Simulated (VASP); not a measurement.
# Zn (P6_3/mmc) in VASP: notebook

Runs on Zn. Level: PBE. Tasks: single point.

Everything below comes from runs of VASP 6.6.1. Logs are shortened: lines on timing, memory, paths and dates and some standing lists are left out, and cuts for length are marked.

### 1 The cell of the first run

The structure is hexagonal, space group P6_3/mmc (No. 194). The conventional cell has a = 2.813 Å, b = 2.813 Å, c = 4.439 Å, α = 90.00°, β = 90.00°, γ = 120.00°. Zn (site symmetry -6m2) has 12 Zn at 2.75 to 2.81 Å within 3.6 Å.

### 2 Single point, PBE

INCAR reads:

```
  PREC = Accurate
  ENCUT = 520
  EDIFF = 1E-6
  ISMEAR = 0
  SIGMA = 0.15
  LREAL = F
  LASPH = T
  NELM = 60
  ALGO = Fast
  ISIF = 2
  LWAVE = F
  LCHARG = F
  GGA = PE
  NBANDS = 19
```

KPOINTS reads:

```
regular mesh
0
Gamma
  24 24 12
```

POSCAR reads:

```
Zn
1.0
    2.8131398780      0.0000000000      0.0000000000
   -1.4065699390      2.4362505987      0.0000000000
    0.0000000000      0.0000000000      4.4387585638
Zn
2
Direct
    0.3333333333      0.6666666667      0.2500000000
    0.6666666667      0.3333333333      0.7500000000
```

Potentials or basis: VASP PAW PBE potentials, release 64 (Zn).

Started as:

```bash
$ cat potpaw_PBE.64/Zn/POTCAR > POTCAR
$ mpirun -np 1 vasp_std > vasp.out
```

OUTCAR:

```text
PREC = Accurate
   ENCUT = 520
   EDIFF = 1E-6
   ISMEAR = 0
   LREAL = F
   LASPH = T
   NELM = 60
   ISIF = 2
   GGA = PE

 ion  position               nearest neighbor table
   1  0.333  0.667  0.250-   2 2.75   2 2.75   2 2.75   2 2.75   2 2.75   2 2.75
   2  0.667  0.333  0.750-   1 2.75   1 2.75   1 2.75   1 2.75   1 2.75   1 2.75

  LATTYP: Found a hexagonal cell.
 ALAT       =     2.8131398780
 C/A-ratio  =     1.5778662833

  Lattice vectors:

 A1 = (   2.8131398780,   0.0000000000,   0.0000000000)
 A2 = (  -1.4065699390,   2.4362505987,   0.0000000000)
 A3 = (   0.0000000000,   0.0000000000,   4.4387585638)

Analysis of symmetry for initial positions (statically):
=====================================================================
 Subroutine PRICEL returns:
 Original cell was already a primitive cell.

 Routine SETGRP: Setting up the symmetry group for a
 hexagonal supercell.

 Subroutine GETGRP returns: Found 24 space group operations
 (whereof 12 operations were pure point group operations)
 out of a pool of 24 trial point group operations.

The static configuration has the point symmetry D_3d.
 The point group associated with its full space group is D_6h.

Analysis of symmetry for dynamics (positions and initial velocities):
=====================================================================
 Subroutine PRICEL returns:
 Original cell was already a primitive cell.

 Routine SETGRP: Setting up the symmetry group for a
 hexagonal supercell.

 Subroutine GETGRP returns: Found 24 space group operations
 (whereof 12 operations were pure point group operations)
 out of a pool of 24 trial point group operations.

The dynamic configuration has the point symmetry D_3d.
 The point group associated with its full space group is D_6h.

 Subroutine INISYM returns: Found 24 space group operations
 (whereof 12 operations are pure point group operations),
 and found     1 'primitive' translations

----------------------------------------------------------------------------------------

                                     Primitive cell

  volume of cell :      30.4211

  direct lattice vectors                    reciprocal lattice vectors
     2.813139878  0.000000000  0.000000000     0.355474681  0.205233403  0.000000000
    -1.406569939  2.436250599  0.000000000     0.000000000  0.410466805  0.000000000
     0.000000000  0.000000000  4.438758564     0.000000000  0.000000000  0.225288216

  length of vectors
     2.813139878  2.813139878  4.438758564     0.410466805  0.410466805  0.225288216

  position of ions in fractional coordinates (direct lattice)
     0.333333333  0.666666667  0.250000000
     0.666666667  0.333333333  0.750000000

  ion indices of the primitive-cell ions
   primitive index   ion index
                 1           1
                 2           2

----------------------------------------------------------------------------------------

 KPOINTS: regular mesh

Automatic generation of k-mesh.
 Grid dimensions read from file:
 generate k-points for:   24   24   12

 Generating k-lattice:

  Cartesian coordinates                     Fractional coordinates (reciprocal lattice)
     0.014811445  0.008551392  0.000000000     0.041666667  0.000000000  0.000000000
     0.000000000  0.017102784  0.000000000     0.000000000  0.041666667  0.000000000
     0.000000000  0.000000000  0.018774018     0.000000000  0.000000000  0.083333333

  Length of vectors
     0.017102784  0.017102784  0.018774018

  Shift w.r.t. Gamma in fractional coordinates (k-lattice)
     0.000000000  0.000000000  0.000000000

 Subroutine IBZKPT returns following result:
 ===========================================

 Found    427 irreducible k-points:

 Following reciprocal coordinates:
            Coordinates               Weight
  0.000000  0.000000  0.000000      1.000000
  0.041667  0.000000  0.000000      6.000000
  0.083333  0.000000  0.000000      6.000000
  0.125000  0.000000  0.000000      6.000000
  0.166667 -0.000000  0.000000      6.000000
  0.208333  0.000000  0.000000      6.000000
[... 16 lines left out ...]
  0.416667  0.041667  0.000000     12.000000
  0.458333  0.041667  0.000000     12.000000
 [... further k-points ...]
   k-points           NKPTS =    427   k-points in BZ     NKDIM =    427   number of bands    NBANDS=     19
   number of dos      NEDOS =    301   number of ions     NIONS =      2
   total plane-waves  NPLWV =  20736
   dimension x,y,z NGX =    24 NGY =   24 NGZ =   36
   dimension x,y,z NGXF=    48 NGYF=   48 NGZF=   72
   ions per type =               2
   NGX,Y,Z   is equivalent  to a cutoff of  14.18, 14.18, 13.48 a.u.
   NGXF,Y,Z  is equivalent  to a cutoff of  28.37, 28.37, 26.97 a.u.
 SYSTEM =  unknown system
   PREC   = accura    normal or accurate (medium, high low for compatibility)
   ISTART =      0    job   : 0-new  1-cont  2-samecut
   ICHARG =      2    charge: 1-file 2-atom 10-const
   ISPIN  =      1    spin polarized calculation?
   LNONCOLLINEAR =      F non collinear calculations
   LSORBIT =      F    spin-orbit coupling
   LASPH  =      T    aspherical Exc in radial PAW
   ENCUT  =  520.0 eV  38.22 Ry    6.18 a.u.   5.23  5.23  8.25*2*pi/ulx,y,z
   NELM   =     60;   NELMIN=  2; NELMDL= -5     # of ELM steps
   EDIFF  = 0.1E-05   stopping-criterion for ELM
   LREAL  =      F    real-space projection
   EDIFFG = 0.1E-04   stopping-criterion for IOM
   NSW    =      0    number of steps for IOM
   IBRION =     -1    ionic relax: 0-MD 1-quasi-New 2-CG
   NFREE  =      0    steps in history (QN), initial steepest desc. (CG)
   ISIF   =      2    stress and relaxation
   ISYM   =      2    0-nonsym 1-usesym 2-fastsym
   POTIM  = 0.5000    time-step for ionic-motion
   TEBEG  =    0.0;   TEEND  =   0.0 temperature during run
   PSTRESS=    0.0 pullay stress
   NELECT =      24.0000    total number of electrons
   NUPDOWN=      -1.0000    fix difference up-down
   EMIN   =  10.00;   EMAX   =-10.00  energy-range for DOS
   EFERMI =   0.00;   METHOD = LEGACY
   ISMEAR =     0;   SIGMA  =   0.15  broadening in eV -4-tet -1-fermi 0-gaus
   EFERMI_NEDOS =   21; number of points for ismear=-14 and -15
   IALGO  =     68    algorithm
   IMIX   =      4    mixing-type and parameters
     AMIX     =   0.40;   BMIX     =  1.00
     AMIX_MAG =   1.60;   BMIX_MAG =  1.00
  volume/ion in A,a.u.               =      15.21       102.65
  Fermi-wavevector in a.u.,A,eV,Ry     =   1.512703  2.858594 31.133805  2.288270
  Thomas-Fermi vector in A             =   2.622592
   LORBIT       =      0    0 simple, 1 ext, 2 COOP (PROOUT), +10 PAW based schemes
   GGA     = PE    functional components
   LHFCALC =     F    Hartree Fock is set to
   AEXX    =    0.0000 exact exchange contribution
   IVDW    =     0    specifies the selected vdW correction
   LEPSILON=     F    determine dielectric tensor
   LRPA    =     F    only Hartree local field effects (RPA)
 non-spin polarized calculation
 RMM-DIIS sequential band-by-band and
 Gauss-broadening in eV      SIGMA  =   0.15
  energy-cutoff  :      520.00
  volume of cell :       30.42
 maximum number of plane-waves:       840
 NGX is ok and might be reduce to    24

 number of electron      23.9999998 magnetization

 Free energy of the ion-electron system (eV)
  ---------------------------------------------------
  ext. energy  EPLUGINS =         0.00000000
  ---------------------------------------------------
  free energy    TOTEN  =        -2.18366501 eV

  energy without entropy =       -2.17705618  energy(sigma->0) =       -2.18036060

 E-fermi :   3.2589     XC(G=0): -11.5651

 val. band max:        3.2582816263   @ k =   0.2500   0.0000   0.0000
 cond. band min:       3.2612373158   @ k =   0.1250   0.0000   0.0833
 fundamental gap:      0.0029556895
 Fermi energy:         3.2589466711

 k-point     1 :       0.0000    0.0000    0.0000
  band No.  band energies     occupation
      1      -7.2722      2.00000
      2      -5.2658      2.00000
      3      -4.5239      2.00000
      4      -4.5239      2.00000
      5      -4.5079      2.00000
      6      -4.4266      2.00000
[... 11 lines left out ...]
     18      20.0187      0.00000
     19      21.3163      0.00000

 k-point     2 :       0.0417    0.0000    0.0000
  band No.  band energies     occupation
      1      -7.2269      2.00000
      2      -5.2520      2.00000
      3      -4.5518      2.00000
      4      -4.5142      2.00000
      5      -4.4805      2.00000
      6      -4.4295      2.00000
[... 11 lines left out ...]
     18      21.0051      0.00000
     19      21.6584      0.00000

 k-point     3 :       0.0833    0.0000    0.0000
  band No.  band energies     occupation
      1      -7.0918      2.00000
      2      -5.2129      2.00000
      3      -4.5880      2.00000
      4      -4.4859      2.00000
      5      -4.4499      2.00000
      6      -4.4315      2.00000
[... 11 lines left out ...]
     18      21.7071      0.00000
     19      21.9855      0.00000

 k-point     4 :       0.1250    0.0000    0.0000
  band No.  band energies     occupation
      1      -6.8699      2.00000
      2      -5.1555      2.00000
      3      -4.6243      2.00000
      4      -4.4544      2.00000
      5      -4.4405      2.00000
      6      -4.4289      2.00000
[... 407 lines left out ...]
     18      15.9720      0.00000
     19      18.1900      0.00000

 k-point    23 :       0.4167    0.0417    0.0000
  band No.  band energies     occupation
      1      -5.1559      2.00000
      2      -5.0826      2.00000
      3      -5.0102      2.00000
      4      -4.6056      2.00000
      5      -4.3935      2.00000
      6      -4.3447      2.00000
[... 11 lines left out ...]
     18      15.8461      0.00000
     19      17.9705      0.00000

 k-point    24 :       0.4583    0.0417    0.0000
  band No.  band energies     occupation
      1      -5.1671      2.00000
      2      -5.0795      2.00000
      3      -5.0312      2.00000
      4      -4.6126      2.00000
      5      -4.4004      2.00000
      6      -4.3329      2.00000
[... 11 lines left out ...]
     18      15.7835      0.00000
     19      17.8596      0.00000

 [... further k-points ...]

------------------------ aborting loop because EDIFF is reached ----------------------------------------

  FORCE on cell =-STRESS in cart. coord.  units (eV):
  Direction    XX          YY          ZZ          XY          YZ          ZX
  --------------------------------------------------------------------------------------
  -------------------------------------------------------------------------------------
  Total       -0.2975302     -0.2975302     -0.0249466      0.0000000      0.0000000      0.0000000
  in kB      -15.6699239    -15.6699239     -1.3138538      0.0000000      0.0000000      0.0000000
  external PRESSURE =     -10.8845672 kB  Pullay stress =       0.0000000 kB

 VOLUME and BASIS-vectors are now :
 -----------------------------------------------------------------------------
  energy-cutoff  :      520.00
  volume of cell :       30.42
      direct lattice vectors                 reciprocal lattice vectors
     2.813139878  0.000000000  0.000000000     0.355474681  0.205233403  0.000000000
    -1.406569939  2.436250599  0.000000000     0.000000000  0.410466805  0.000000000
     0.000000000  0.000000000  4.438758564     0.000000000  0.000000000  0.225288216

 POSITION                                       TOTAL-FORCE (eV/Angst)
 -----------------------------------------------------------------------------------
     -0.00000      1.62417      1.10969         0.000000      0.000000      0.000000
      1.40657      0.81208      3.32907        -0.000000     -0.000000      0.000000
 -----------------------------------------------------------------------------------
    total drift:                               -0.000000      0.000000     -0.000000

  FREE ENERGIE OF THE ION-ELECTRON SYSTEM (eV)
  ---------------------------------------------------
  free  energy   TOTEN  =        -2.1836650097 eV

  energy  without entropy=       -2.1770561844  energy(sigma->0) =       -2.18036060
```

Wall time 96 s (1 thread of Intel Xeon Platinum 8488C (Sapphire Rapids), shared host); peak memory 0.31 GiB.

What came out:

- Free energy: -2.1837 eV
- Pressure: -1.1 GPa
- Band gap on the k mesh: zero (bands 12 and 13 overlap by 2.80 eV)

Stress tensor (GPa, compression positive):
```
-1.57  0.00  0.00
 0.00 -1.57  0.00
 0.00  0.00 -0.13
```

### 3 Single point, PBE

This run uses another cell than the first one, of the same volume but with other edges.

INCAR reads:

```
  ALGO = Fast
  EDIFF = 1E-6
  ENCUT = 520
  GGA = PE
  ISIF = 2
  ISMEAR = 0
  LASPH = T
  LCHARG = F
  LREAL = F
  LWAVE = F
  NBANDS = 19
  NELM = 60
  PREC = Accurate
  SIGMA = 0.15
```

KPOINTS reads:

```
k-points
0
Gamma
  24 24 12
```

POSCAR reads:

```
Zn
1.0
    2.5076709777      0.0000000000      0.0000000000
   -1.2538354889      2.1717067711      0.0000000000
    0.0000000000      0.0000000000      5.5860275089
Zn
2
Direct
    0.3333333333      0.6666666667      0.2500000000
    0.6666666667      0.3333333333      0.7500000000
```

Potentials or basis: VASP PAW PBE potentials, release 64 (Zn).

Started as:

```bash
$ cat potpaw_PBE.64/Zn/POTCAR > POTCAR
$ mpirun -np 1 vasp_std > vasp.out
```

Run time: 1.9 min. Hardware: 1 thread of Intel Xeon Platinum 8488C (Sapphire Rapids), shared host; peak memory 0.3 GiB.

Results (log left out):

* Free energy: -2.1103 eV
* Pressure: 7.3 GPa
* Band gap on the k mesh: zero (bands 12 and 13 overlap by 6.18 eV)

Stress tensor (GPa, compression positive):
```
11.22  0.00  0.00
 0.00 11.22  0.00
 0.00  0.00 -0.49
```

Levels at points of the mesh, in eV from the Fermi level:
| k point | band 10 | band 11 | band 12 | band 13 | band 14 | band 15 |
| --- | --- | --- | --- | --- | --- | --- |
| (0.00, 0.00, 0.00) | -6.99 | -6.99 | -4.70 | -4.05 | 8.39 | 12.66 |
| (0.50, 0.00, 0.00) | -6.66 | -2.09 | -1.19 | 2.03 | 3.65 | 4.05 |
| (0.00, 0.00, 0.50) | -7.03 | -7.03 | -7.03 | 1.76 | 1.76 | 21.30 |
| (0.50, 0.00, 0.50) | -6.66 | -1.43 | -1.43 | 1.13 | 1.13 | 8.46 |

Caveat: the stress differs along the axes, from -0 to 11 GPa.

(Part 1 of 2 ends here.)

The gap in the log of VASP goes by the Fermi energy; the results here count the filled bands.